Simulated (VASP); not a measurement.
Runs of VASP 6.6.1 on Ag. The structure is that of space group Fm-3m (No. 225), or close to it. The cells are those of the table. 

```tsv
cell	k mesh	gap on the mesh (eV)	pressure (GPa)
a = 2.933 Å, angles 60.0°, 1 atom	23 × 23 × 23	none	-0.1
a = 2.933 Å, angles 60.0°, 1 atom	45 × 45 × 45	none	-0.1
a = 2.952 Å, angles 60.0°, 1 atom	23 × 23 × 23	none	(b)
a = 2.913 Å, angles 60.0°, 1 atom	23 × 23 × 23	none	(a)
a = 2.952 Å, angles 60.0°, 1 atom	45 × 45 × 45	none	-1.8
a = 2.893 Å, angles 60.0°, 1 atom	45 × 45 × 45	none	4.0
a = 2.990 Å, angles 60.0°, 1 atom	23 × 23 × 23	none	-4.5
```

Alike in all rows: task single point; level PBE; potentials or basis VASP PAW PBE potentials, release 64 (Ag); no spin polarisation; cutoff (eV) 520; smearing fermi-dirac 0.0612256 eV.

Q: Estimate the missing entries.

A: (a) 1.9; (b) -1.7.

A k mesh can miss the band edges, and the runs leave out spin-orbit coupling on Ag.

A gap of «none» marks levels without a gap at the run's occupations.
